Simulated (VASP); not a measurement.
The system is Hg.

```
Hg
1.0
     0.00000    2.39191    2.39191
     2.39191    0.00000    2.39191
     2.39191    2.39191    0.00000
Hg
1
Direct
  0.00000 0.00000 0.00000
```

Base run:

- Program: VASP 6.6.1
- Functional: PBEsol
- Potentials or basis: VASP PAW PBE potentials, release 64 (Hg)
- Cutoff: 520 eV
- k mesh: 8 × 8 × 8
- Occupations: gaussian, width 0.1 eV
- Spin: no spin polarisation

Its results: band gap on the k mesh zero (band 6 reaches 1.37 eV, above the bottom of band 7 at 0.42 eV); pressure -1.8 GPa.

After a change of settings the same cell gave: band gap on the k mesh zero (band 6 reaches 1.69 eV, above the bottom of band 7 at 0.83 eV); pressure 3.7 GPa. Which change was it?
A. functional from PBEsol to PBE; further incar settings from ALGO = Normal; EDIFF = 1e-07; NBANDS = 12 to ALGO = Normal; EDIFF = 1e-06; NBANDS = 12; ISYM = 0
B. functional from PBEsol to PBE; cutoff from 520 eV to 400 eV; further incar settings from ALGO = Normal; EDIFF = 1e-07; NBANDS = 12 to ALGO = Normal; EDIFF = 1e-08; NBANDS = 12
C. functional from PBEsol to PBE; occupations from gaussian, width 0.1 eV to tetrahedron
D. functional from PBEsol to revPBE

D.

revPBE binds less tightly than PBEsol, so the same cell stands under more pressure.

Caveats: the PAW data sets were made with another functional, which shifts forces and pressure a little; spin-orbit coupling is left out, which moves the levels of the heavy elements.
